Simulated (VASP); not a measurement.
# Ta4S in VASP: notebook

The runs below take Ta4S through single point, with LDA.

Everything below comes from runs of VASP 6.6.1. Logs are shortened: lines on timing, memory, paths and dates and some standing lists are left out, and cuts for length are marked.

**1. The cell of the first run**

The cell holds a slab with vacuum, 5 atoms: a = 3.253 Å, b = 3.253 Å, c = 20.213 Å, α = 90.00°, β = 90.00°, γ = 90.00°.

**2. Single point, LDA**

INCAR reads:

```
PREC = Accurate
ENCUT = 520
EDIFF = 1E-7
ISMEAR = 0
SIGMA = 0.1
LREAL = F
LASPH = T
NELM = 80
ALGO = Normal
ISIF = 2
LWAVE = F
LCHARG = T
LDIPOL = T
IDIPOL = 3
DIPOL = 0.5 0.5 0.359
GGA = CA
LELF = T
LVHAR = T
LVACPOTAV = T
NBANDS = 33
```

KPOINTS reads:

```
Automatic mesh
0
Gamma
  8 8 1
```

POSCAR reads:

```
Ta4S
1.0
    3.2528501163      0.0000000000      0.0000000000
    0.0000000000      3.2528501163      0.0000000000
    0.0000000000      0.0000000000     20.2133955625
Ta S
4 1
Direct
    0.5000000000      0.5000000000      0.1978885728
    0.0000000000      0.0000000000      0.2783513062
    0.5000000000      0.5000000000      0.3580225063
    0.2073613278     -0.0897984199      0.4546261731
    0.7500000000      0.3750000000      0.5039210804
```

Potentials or basis: VASP PAW LDA potentials, release 64 (Ta_pv, S).

Launch:

```bash
cat potpaw_LDA.64/Ta_pv/POTCAR potpaw_LDA.64/S/POTCAR > POTCAR
mpirun -np 1 vasp_std > vasp.out
```

OUTCAR:

```text
PREC = Accurate
   ENCUT = 520
   EDIFF = 1E-7
   ISMEAR = 0
   LREAL = F
   LASPH = T
   NELM = 80
   ISIF = 2
   GGA = CA

 ion  position               nearest neighbor table
   1  0.500  0.500  0.198-   2 2.82   2 2.82   2 2.82   2 2.82   3 3.24
   2  0.000  0.000  0.278-   3 2.81   3 2.81   3 2.81   3 2.81   1 2.82   1 2.82   1 2.82   1 2.82

   3  0.500  0.500  0.358-   4 2.55   2 2.81   2 2.81   2 2.81   2 2.81   4 2.90   5 3.09   1 3.24
                             4 3.30   4 3.58
   4  0.207  0.910  0.455-   5 2.34   5 2.50   5 2.53   3 2.55   5 2.67   3 2.90   3 3.30   3 3.58

   5  0.750  0.375  0.504-   4 2.34   4 2.50   4 2.53   4 2.67   3 3.09

  LATTYP: Found a simple tetragonal cell.
 ALAT       =     3.2528501163
 C/A-ratio  =     6.2140568547

  Lattice vectors:

 A1 = (   3.2528501163,   0.0000000000,   0.0000000000)
 A2 = (   0.0000000000,   3.2528501163,   0.0000000000)
 A3 = (   0.0000000000,   0.0000000000,  20.2133955625)

Analysis of symmetry for initial positions (statically):
=====================================================================
 Subroutine PRICEL returns:
 Original cell was already a primitive cell.

 Routine SETGRP: Setting up the symmetry group for a
 simple tetragonal supercell.

 Subroutine GETGRP returns: Found  1 space group operations
 (whereof  1 operations were pure point group operations)
 out of a pool of 16 trial point group operations.

The static configuration has the point symmetry C_1 .

Analysis of symmetry for dynamics (positions and initial velocities):
=====================================================================
 Subroutine PRICEL returns:
 Original cell was already a primitive cell.

 Routine SETGRP: Setting up the symmetry group for a
 simple tetragonal supercell.

 Subroutine GETGRP returns: Found  1 space group operations
 (whereof  1 operations were pure point group operations)
 out of a pool of 16 trial point group operations.

The dynamic configuration has the point symmetry C_1 .

 Subroutine INISYM returns: Found  1 space group operations
 (whereof  1 operations are pure point group operations),
 and found     1 'primitive' translations

----------------------------------------------------------------------------------------

                                     Primitive cell

  volume of cell :     213.8786

  direct lattice vectors                    reciprocal lattice vectors
[... 98 lines left out ...]
   NFREE  =      0    steps in history (QN), initial steepest desc. (CG)
   ISIF   =      2    stress and relaxation
   ISYM   =      2    0-nonsym 1-usesym 2-fastsym
   POTIM  = 0.5000    time-step for ionic-motion
   TEBEG  =    0.0;   TEEND  =   0.0 temperature during run
   PSTRESS=    0.0 pullay stress
   NELECT =      50.0000    total number of electrons
   NUPDOWN=      -1.0000    fix difference up-down
   EMIN   =  10.00;   EMAX   =-10.00  energy-range for DOS
   EFERMI =   0.00;   METHOD = LEGACY
   ISMEAR =     0;   SIGMA  =   0.10  broadening in eV -4-tet -1-fermi 0-gaus
   EFERMI_NEDOS =   21; number of points for ismear=-14 and -15
   IALGO  =     38    algorithm
   IMIX   =      4    mixing-type and parameters
     AMIX     =   0.40;   BMIX     =  1.00
     AMIX_MAG =   1.60;   BMIX_MAG =  1.00
  volume/ion in A,a.u.               =      42.78       288.66
  Fermi-wavevector in a.u.,A,eV,Ry     =   1.008500  1.905788 13.838096  1.017071
  Thomas-Fermi vector in A             =   2.141370
   LORBIT       =      0    0 simple, 1 ext, 2 COOP (PROOUT), +10 PAW based schemes
   GGA     = CA    functional components
   LHFCALC =     F    Hartree Fock is set to
   AEXX    =    0.0000 exact exchange contribution
   IVDW    =     0    specifies the selected vdW correction
   LEPSILON=     F    determine dielectric tensor
   LRPA    =     F    only Hartree local field effects (RPA)
 non-spin polarized calculation
 Gauss-broadening in eV      SIGMA  =   0.10
  energy-cutoff  :      520.00
  volume of cell :      213.88
 maximum number of plane-waves:      5812
   NGX = 13   NGY = 13   NGZ = 75

 dipolmoment           0.000000      0.000000     -0.502163 electrons x Angstroem

 number of electron      50.0000006 magnetization

 dipolmoment           0.000000      0.000000      0.010425 electrons x Angstroem

 Free energy of the ion-electron system (eV)
  ---------------------------------------------------
  ext. energy  EPLUGINS =         0.00000000
  ---------------------------------------------------
  free energy    TOTEN  =       -54.62258855 eV

  energy without entropy =      -54.60447819  energy(sigma->0) =      -54.61353337

 E-fermi :   0.2111     XC(G=0):  -6.0485

 val. band max:        0.2040398003   @ k =  -0.1250   0.3750   0.0000
 cond. band min:       0.2461623757   @ k =  -0.1250   0.5000   0.0000
 fundamental gap:      0.0421225754
 Fermi energy:         0.2111374161

 k-point     1 :       0.0000    0.0000    0.0000
  band No.  band energies     occupation
      1     -34.7001      2.00000
      2     -34.5159      2.00000
      3     -34.3998      2.00000
      4     -34.3804      2.00000
      5     -34.3022      2.00000
      6     -34.2945      2.00000
[... 853 lines left out ...]
     32       3.4367      0.00000
     33       3.7179      0.00000

 [... further k-points ...]

------------------------ aborting loop because EDIFF is reached ----------------------------------------

  FORCE on cell =-STRESS in cart. coord.  units (eV):
  Direction    XX          YY          ZZ          XY          YZ          ZX
  --------------------------------------------------------------------------------------
  -------------------------------------------------------------------------------------
  Total       -4.4626080     -3.7869632     -3.6853879     -1.3017814      3.0896389     -4.7529937
  in kB      -33.4296586    -28.3683636    -27.6074571     -9.7517206     23.1446662    -35.6049549
  external PRESSURE =     -29.8018264 kB  Pullay stress =       0.0000000 kB

 VOLUME and BASIS-vectors are now :
 -----------------------------------------------------------------------------
  energy-cutoff  :      520.00
  volume of cell :      213.88
      direct lattice vectors                 reciprocal lattice vectors
     3.252850116  0.000000000  0.000000000     0.307422711  0.000000000  0.000000000
     0.000000000  3.252850116  0.000000000     0.000000000  0.307422711  0.000000000
     0.000000000  0.000000000 20.213395563     0.000000000  0.000000000  0.049472143

 POSITION                                       TOTAL-FORCE (eV/Angst)
 -----------------------------------------------------------------------------------
      1.62643      1.62643      4.00000        -0.089393      0.107176      1.699921
      0.00000      0.00000      5.62643         0.014021      0.124595     -1.058419
      1.62643      1.62643      7.23685         1.776775     -1.466314     -0.697271
      0.67452      2.96075      9.18954         0.002632      0.002662      0.019866
      2.43964      1.21982     10.18596        -1.704034      1.231881      0.035903
 -----------------------------------------------------------------------------------
    total drift:                                0.000026      0.000234      0.000081

  FREE ENERGIE OF THE ION-ELECTRON SYSTEM (eV)
  ---------------------------------------------------
  free  energy   TOTEN  =       -54.6225885494 eV

  energy  without entropy=      -54.6044781925  energy(sigma->0) =      -54.61353337

 vacuum level on the upper side and lower side of the slab         4.612         4.433
```

stdout:

```text
POSCAR found type information on POSCAR TaS
 POSCAR found :  2 types and       5 ions
 scaLAPACK will be used
 LDA part: xc-table for (Slater(with rela. corr.)+CA(PZ))
 , standard interpolation
 POSCAR, INCAR and KPOINTS ok, starting setup
 FFT: planning ... GRIDC
 FFT: planning ... GRID_SOFT
 FFT: planning ... GRID
 WAVECAR not read
 entering main loop
 -----------------------------------------------------------------------------
|                                                                             |
|           W    W    AA    RRRRR   N    N  II  N    N   GGGG   !!!           |
|           W    W   A  A   R    R  NN   N  II  NN   N  G    G  !!!           |
|           W    W  A    A  R    R  N N  N  II  N N  N  G       !!!           |
|           W WW W  AAAAAA  RRRRR   N  N N  II  N  N N  G  GGG   !            |
|           WW  WW  A    A  R   R   N   NN  II  N   NN  G    G                |
|           W    W  A    A  R    R  N    N  II  N    N   GGGG   !!!           |
|                                                                             |
|     Did not find any points to average over, which means that no vacuum     |
|     field-free region was found. Please increase the size of  your cell     |
|     in the dimension of the dipole correction to obtain accurate            |
|     workfunction values.                                                    |
|                                                                             |
 -----------------------------------------------------------------------------
```

Run time: 3.5 min. Hardware: 1 thread of Intel Xeon 6975P-C (Granite Rapids), shared host; peak memory 0.34 GiB.

Results:

```yaml
Free_energy: -54.6226 eV
Largest_force: 2.407 eV/Å
Band_gap_on_the_k_mesh: zero (bands 25 and 26 overlap by 0.48 eV)
```

Forces on the atoms (eV/Å):
```
Ta  -0.089  0.107  1.700
Ta   0.014  0.125 -1.058
Ta   1.777 -1.466 -0.697
Ta   0.003  0.003  0.020
S   -1.704  1.232  0.036
```

Caveat: spin-orbit coupling is left out, which moves the levels of the heavy elements.

**3. Single point, LDA**

INCAR reads:

```
SYSTEM = Ta4S
PREC     = Accurate       ! precision mode
ENCUT    = 520            ! plane-wave cutoff, eV
EDIFF    = 1E-6           ! SCF threshold, eV
ISMEAR   = 0              ! smearing method
SIGMA    = 0.1            ! smearing width, eV
LREAL    = .FALSE.        ! projectors in reciprocal space
LASPH    = .TRUE.         ! aspherical terms in the spheres
NELM     = 60             ! most SCF steps
ALGO     = Normal         ! electronic algorithm
ISIF     = 2              ! what is computed and relaxed
LWAVE    = .FALSE.        ! write WAVECAR
LCHARG   = .FALSE.        ! write CHGCAR
LDIPOL   = .TRUE.       
IDIPOL   = 3            
DIPOL    = 0.5 0.5 0.362
GGA      = CA             ! functional
NBANDS   = 33             ! bands
```

KPOINTS reads:

```
Automatic mesh
0
G
  8 8 1
  0 0 0
```

POSCAR: that of step 2 with these lines changed.

```diff
@@ -11,3 +11,3 @@
     0.5000000000      0.5000000000      0.3580225063
-    0.2073613278     -0.0897984199      0.4546261731
-    0.7500000000      0.3750000000      0.5039210804
+   -0.0075963417     -0.0957888843      0.4481893703
+    0.1250000000      0.3750000000      0.5295638522
```

Potentials or basis: VASP PAW LDA potentials, release 64 (Ta_pv, S).

Launch:

```bash
cat potpaw_LDA.64/Ta_pv/POTCAR potpaw_LDA.64/S/POTCAR > POTCAR
mpirun -np 1 vasp_std > vasp.out
```

Run time: 2.8 min. Hardware: 1 thread of Intel Xeon 6975P-C (Granite Rapids), shared host; peak memory 0.33 GiB.

The run converged. Its results:

```yaml
Free_energy: -53.9921 eV
Largest_force: 1.440 eV/Å
Band_gap_on_the_k_mesh: zero (bands 25 and 26 overlap by 0.58 eV)
```

Forces in eV/Å, atoms in the order of the input:
```
Ta   0.007  0.029  1.439
Ta   0.089 -0.018 -0.962
Ta  -0.202 -0.722 -0.524
Ta  -0.014  0.008  0.004
S    0.119  0.704  0.043
```

Levels at points of the mesh, in eV from the Fermi level:
```csv
k point,band 21,band 22,band 23,band 24,band 25,band 26,band 27,band 28,band 29,band 30
"(0.00, 0.00, 0.00)",-1.21,-0.71,-0.12,0.21,0.34,0.48,0.78,1.06,1.29,2.03
"(0.50, 0.00, 0.00)",-1.26,-1.02,-0.88,-0.45,0.19,0.25,0.81,1.16,1.33,1.96
"(0.00, 0.50, 0.00)",-1.25,-1.13,-0.83,-0.68,-0.18,0.47,0.65,1.29,1.55,2.28
"(0.50, 0.50, 0.00)",-1.91,-1.61,-1.37,-0.37,-0.16,0.30,1.61,2.40,2.50,2.60
```

Caveat: spin-orbit coupling is left out, which moves the levels of the heavy elements.

(Part 1 of 2 ends here.)
